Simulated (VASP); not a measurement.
## GaSb: single point with PBE

The system is GaSb.

```xyz
2
Lattice="0.0000 3.1814 3.0590 3.0590 0.0000 3.0590 3.0590 3.1814 0.0000" Properties=species:S:1:pos:R:3 pbc="T T T"
Ga    0.0000    0.0000    0.0000
Sb    4.5885    4.7720    4.5885
```

This cell differs from its parent crystal: strain +0.0400 x Voigt [0, 1, 0, 0, 0, 0].

```yaml
Program: VASP 6.6.1
Task: single point
Functional: PBE
Potentials_or_basis: VASP PAW PBE potentials, release 64 (Ga_d, Sb)
Cutoff: 520 eV
k_mesh: 14 × 14 × 14
Occupations: gaussian, width 0.15 eV
Spin: no spin polarisation
```

| Item | Value |
| --- | --- |
| Pressure | 0.4 GPa |
| Band gap on the k mesh | zero (filled and empty bands touch) |

Stress tensor (GPa, compression positive):
```
 0.98  0.00  0.00
 0.00 -0.77  0.00
 0.00  0.00  0.98
```

Levels at points of the mesh, in eV from the Fermi level:
```
           k point  band 7  band 8  band 9  band 10  band 11  band 12
(0.00, 0.00, 0.00)   -0.40   -0.30   -0.07    -0.07     2.61     2.61
(0.50, 0.00, 0.00)   -6.32   -1.38   -1.09     0.16     3.52     3.70
(0.50, 0.50, 0.00)   -6.72   -2.67   -2.64     0.70     1.10     8.20
(0.50, 0.00, 0.50)   -6.89   -2.43   -2.43     0.99     1.34     8.25
```

Wall time 90 s on 1 thread of Intel(R) Xeon(R) 6975P-C (Granite Rapids) (shared host), peak memory 0.38 GiB.

Caveat: the cell differs from its parent crystal (strain +0.0400 x Voigt [0, 1, 0, 0, 0, 0]); spin-orbit coupling is left out, which moves the levels of the heavy elements.
